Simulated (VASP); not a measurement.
# BAs in VASP: a series of runs, part 2 of 2

VASP 6.6.1. Earlier steps stand in the parts before.

**3. Single point, PBE+D3(BJ)**

This run uses another cell than the first one.

The input, INCAR:

```
ALGO = Normal
DIPOL = 0.5 0.5 0.294
EDIFF = 1E-6
ENCUT = 420
GGA = PE
GGA_COMPAT = False
IDIPOL = 3
ISIF = 2
ISMEAR = 0
IVDW = 12
LASPH = True
LCHARG = True
LDIPOL = True
LELF = True
LREAL = False
LVACPOTAV = True
LVHAR = True
LWAVE = False
NBANDS = 11
NELM = 120
NELMDL = -8
PREC = Accurate
SIGMA = 0.03
```

The input, KPOINTS:

```
k-points
0
Gamma
  12 12 1
```

The input, POSCAR:

```
BAs
1.0
    3.3751402023      0.0000000000      0.0000000000
   -1.6875701011      2.9229571565      0.0000000000
    0.0000000000      0.0000000000     23.8000000000
B As
1 1
Direct
    0.3333333333      0.6666666667      0.2941176471
    0.6666666667      0.3333333333      0.2941176471
```

Potentials or basis: VASP PAW PBE potentials, release 64 (B, As).

On the command line:

```
cat potpaw_PBE.64/B/POTCAR potpaw_PBE.64/As/POTCAR > POTCAR
mpirun -np 1 vasp_std > vasp.out
```

OUTCAR:

```text
EDIFF = 1E-6
   ENCUT = 420
   GGA = PE
   ISIF = 2
   ISMEAR = 0
   IVDW = 12
   LASPH = True
   LREAL = False
   NELM = 120
   NELMDL = -8
   PREC = Accurate
 IVDW          = 12

 ion  position               nearest neighbor table
   1  0.333  0.667  0.294-   2 1.95   2 1.95   2 1.95
   2  0.667  0.333  0.294-   1 1.95   1 1.95   1 1.95

  LATTYP: Found a hexagonal cell.
 ALAT       =     3.3751402023
 C/A-ratio  =     7.0515589201

  Lattice vectors:

 A1 = (   3.3751402023,   0.0000000000,   0.0000000000)
 A2 = (  -1.6875701011,   2.9229571565,   0.0000000000)
 A3 = (   0.0000000000,   0.0000000000,  23.8000000000)

Analysis of symmetry for initial positions (statically):
=====================================================================
 Subroutine PRICEL returns:
 Original cell was already a primitive cell.

 Routine SETGRP: Setting up the symmetry group for a
 hexagonal supercell.

 Subroutine GETGRP returns: Found 12 space group operations
 (whereof  6 operations were pure point group operations)
 out of a pool of 24 trial point group operations.

The static configuration has the point symmetry C_3v.
 The point group associated with its full space group is D_3h.

Analysis of symmetry for dynamics (positions and initial velocities):
=====================================================================
 Subroutine PRICEL returns:
 Original cell was already a primitive cell.

 Routine SETGRP: Setting up the symmetry group for a
 hexagonal supercell.

 Subroutine GETGRP returns: Found 12 space group operations
 (whereof  6 operations were pure point group operations)
 out of a pool of 24 trial point group operations.

The dynamic configuration has the point symmetry C_3v.
 The point group associated with its full space group is D_3h.

 Subroutine INISYM returns: Found 12 space group operations
 (whereof  6 operations are pure point group operations),
 and found     1 'primitive' translations

----------------------------------------------------------------------------------------

                                     Primitive cell

  volume of cell :     234.7963

  direct lattice vectors                    reciprocal lattice vectors
     3.375140202  0.000000000  0.000000000     0.296283988  0.171059640  0.000000000
    -1.687570101  2.922957156  0.000000000     0.000000000  0.342119281  0.000000000
     0.000000000  0.000000000 23.800000000     0.000000000  0.000000000  0.042016807

  length of vectors
     3.375140202  3.375140202 23.800000000     0.342119281  0.342119281  0.042016807

  position of ions in fractional coordinates (direct lattice)
     0.333333333  0.666666667  0.294117647
     0.666666667  0.333333333  0.294117647

  ion indices of the primitive-cell ions
   primitive index   ion index
                 1           1
                 2           2

----------------------------------------------------------------------------------------

 KPOINTS: k-points

Automatic generation of k-mesh.
 Grid dimensions read from file:
[... 41 lines left out ...]
   k-points           NKPTS =     19   k-points in BZ     NKDIM =     19   number of bands    NBANDS=     11
   number of dos      NEDOS =    301   number of ions     NIONS =      2
   total plane-waves  NPLWV =  92160
   dimension x,y,z NGX =    24 NGY =   24 NGZ =  160
   dimension x,y,z NGXF=    48 NGYF=   48 NGZF=  320
   ions per type =               1   1
   NGX,Y,Z   is equivalent  to a cutoff of  11.82, 11.82, 11.18 a.u.
   NGXF,Y,Z  is equivalent  to a cutoff of  23.64, 23.64, 22.35 a.u.
 SYSTEM =  unknown system
   PREC   = accura    normal or accurate (medium, high low for compatibility)
   ISTART =      0    job   : 0-new  1-cont  2-samecut
   ICHARG =      2    charge: 1-file 2-atom 10-const
   ISPIN  =      1    spin polarized calculation?
   LNONCOLLINEAR =      F non collinear calculations
   LSORBIT =      F    spin-orbit coupling
   LASPH  =      T    aspherical Exc in radial PAW
   ENCUT  =  420.0 eV  30.87 Ry    5.56 a.u.   5.64  5.64 39.77*2*pi/ulx,y,z
   NELM   =    120;   NELMIN=  2; NELMDL= -8     # of ELM steps
   EDIFF  = 0.1E-05   stopping-criterion for ELM
   LREAL  =      F    real-space projection
   EDIFFG = 0.1E-04   stopping-criterion for IOM
   NSW    =      0    number of steps for IOM
   IBRION =     -1    ionic relax: 0-MD 1-quasi-New 2-CG
   NFREE  =      0    steps in history (QN), initial steepest desc. (CG)
   ISIF   =      2    stress and relaxation
   ISYM   =      2    0-nonsym 1-usesym 2-fastsym
   POTIM  = 0.5000    time-step for ionic-motion
   TEBEG  =    0.0;   TEEND  =   0.0 temperature during run
   PSTRESS=    0.0 pullay stress
   NELECT =       8.0000    total number of electrons
   NUPDOWN=      -1.0000    fix difference up-down
   EMIN   =  10.00;   EMAX   =-10.00  energy-range for DOS
   EFERMI =   0.00;   METHOD = LEGACY
   ISMEAR =     0;   SIGMA  =   0.03  broadening in eV -4-tet -1-fermi 0-gaus
   EFERMI_NEDOS =   21; number of points for ismear=-14 and -15
   IALGO  =     38    algorithm
   IMIX   =      4    mixing-type and parameters
     AMIX     =   0.40;   BMIX     =  1.00
     AMIX_MAG =   1.60;   BMIX_MAG =  1.00
  volume/ion in A,a.u.               =     117.40       792.24
  Fermi-wavevector in a.u.,A,eV,Ry     =   0.530731  1.002936  3.832426  0.281675
  Thomas-Fermi vector in A             =   1.553428
   LORBIT       =      0    0 simple, 1 ext, 2 COOP (PROOUT), +10 PAW based schemes
   GGA     = PE    functional components
   LHFCALC =     F    Hartree Fock is set to
   AEXX    =    0.0000 exact exchange contribution
   IVDW    =    12    specifies the selected vdW correction
   LEPSILON=     F    determine dielectric tensor
   LRPA    =     F    only Hartree local field effects (RPA)
 non-spin polarized calculation
 Gauss-broadening in eV      SIGMA  =   0.03
  energy-cutoff  :      420.00
  volume of cell :      234.80
 maximum number of plane-waves:      4621
 NGX is ok and might be reduce to    24
   NGX = 11   NGY = 11   NGZ = 79

 dipolmoment           0.000000      0.000000     -0.000000 electrons x Angstroem

 number of electron       7.9999999 magnetization

 dipolmoment           0.000000      0.000000      0.000000 electrons x Angstroem

 Free energy of the ion-electron system (eV)
  ---------------------------------------------------
  ext. energy  EPLUGINS =         0.00000000
  ---------------------------------------------------
  free energy    TOTEN  =       -10.64100020 eV

  energy without entropy =      -10.64100020  energy(sigma->0) =      -10.64100020

 E-fermi :  -3.4952     XC(G=0):  -1.8193

 val. band max:       -3.6500194820   @ k =   0.3333   0.3333   0.0000
 cond. band min:      -2.9067712282   @ k =   0.3333   0.3333   0.0000
 fundamental gap:      0.7432482539
 Fermi energy:        -3.4952213950

 k-point     1 :       0.0000    0.0000    0.0000
  band No.  band energies     occupation
      1     -17.5083      2.00000
      2      -7.6077      2.00000
      3      -5.1733      2.00000
      4      -5.1733      2.00000
      5      -0.0470      0.00000
      6       0.2369      0.00000
      7       0.9794      0.00000
      8       1.1892      0.00000
      9       1.1892      0.00000
     10       1.3194      0.00000
     11       1.9360      0.00000
[... 239 lines left out ...]
 k-point    19 :       0.3333    0.3333    0.0000
  band No.  band energies     occupation
      1     -14.5825      2.00000
      2     -11.5666      2.00000
      3      -9.6704      2.00000
      4      -3.6500      2.00000
      5      -2.9068      0.00000
      6       2.7460      0.00000
      7       2.9867      0.00000
      8       4.8251      0.00000
      9       5.5143      0.00000
     10       5.8745      0.00000
     11       6.3049      0.00000

------------------------ aborting loop because EDIFF is reached ----------------------------------------

 Edisp (eV)   -0.26239

 E8    (eV) :    -0.1114

  FORCE on cell =-STRESS in cart. coord.  units (eV):
  Direction    XX          YY          ZZ          XY          YZ          ZX
  --------------------------------------------------------------------------------------
  -------------------------------------------------------------------------------------
  Total       0.19609     0.19609    -0.00641     0.00000     0.00000     0.00000
  in kB       1.33807     1.33807    -0.04371     0.00000     0.00000     0.00000
  external pressure =        0.88 kB  Pullay stress =        0.00 kB

 VOLUME and BASIS-vectors are now :
 -----------------------------------------------------------------------------
  energy-cutoff  :      420.00
  volume of cell :      234.80
      direct lattice vectors                 reciprocal lattice vectors
     3.375140202  0.000000000  0.000000000     0.296283988  0.171059640  0.000000000
    -1.687570101  2.922957156  0.000000000     0.000000000  0.342119281  0.000000000
     0.000000000  0.000000000 23.800000000     0.000000000  0.000000000  0.042016807

 POSITION                                       TOTAL-FORCE (eV/Angst)
 -----------------------------------------------------------------------------------
     -0.00000      1.94864      7.00000        -0.000000      0.000000      0.000000
      1.68757      0.97432      7.00000         0.000000     -0.000000     -0.000000
 -----------------------------------------------------------------------------------
    total drift:                                0.000001     -0.000000      0.000004

  FREE ENERGIE OF THE ION-ELECTRON SYSTEM (eV)
  ---------------------------------------------------
  free  energy   TOTEN  =       -10.9033921175 eV

  energy  without entropy=      -10.9033921175  energy(sigma->0) =      -10.90339212

 vacuum level on the upper side and lower side of the slab         1.238         1.238
```

stdout:

```text
POSCAR found type information on POSCAR B As
 POSCAR found :  2 types and       2 ions
 scaLAPACK will be used
 LDA part: xc-table for (Slater+PW92), standard interpolation
 POSCAR, INCAR and KPOINTS ok, starting setup
 FFT: planning ... GRIDC
 FFT: planning ... GRID_SOFT
 FFT: planning ... GRID
 WAVECAR not read
 entering main loop
 -----------------------------------------------------------------------------
|                                                                             |
|           W    W    AA    RRRRR   N    N  II  N    N   GGGG   !!!           |
|           W    W   A  A   R    R  NN   N  II  NN   N  G    G  !!!           |
|           W    W  A    A  R    R  N N  N  II  N N  N  G       !!!           |
|           W WW W  AAAAAA  RRRRR   N  N N  II  N  N N  G  GGG   !            |
|           WW  WW  A    A  R   R   N   NN  II  N   NN  G    G                |
|           W    W  A    A  R    R  N    N  II  N    N   GGGG   !!!           |
|                                                                             |
|     Did not find any points to average over, which means that no vacuum     |
|     field-free region was found. Please increase the size of  your cell     |
|     in the dimension of the dipole correction to obtain accurate            |
|     workfunction values.                                                    |
|                                                                             |
 -----------------------------------------------------------------------------
```

It took 75 s on 1 thread of Intel Xeon Platinum 8559C (Emerald Rapids), shared host; peak memory 0.29 GiB.

What came out:

| Property | Result |
| --- | --- |
| Free energy | -10.9034 eV |
| Band gap on the k mesh | 0.74 eV |
| Dispersion energy per atom | -0.131 eV |
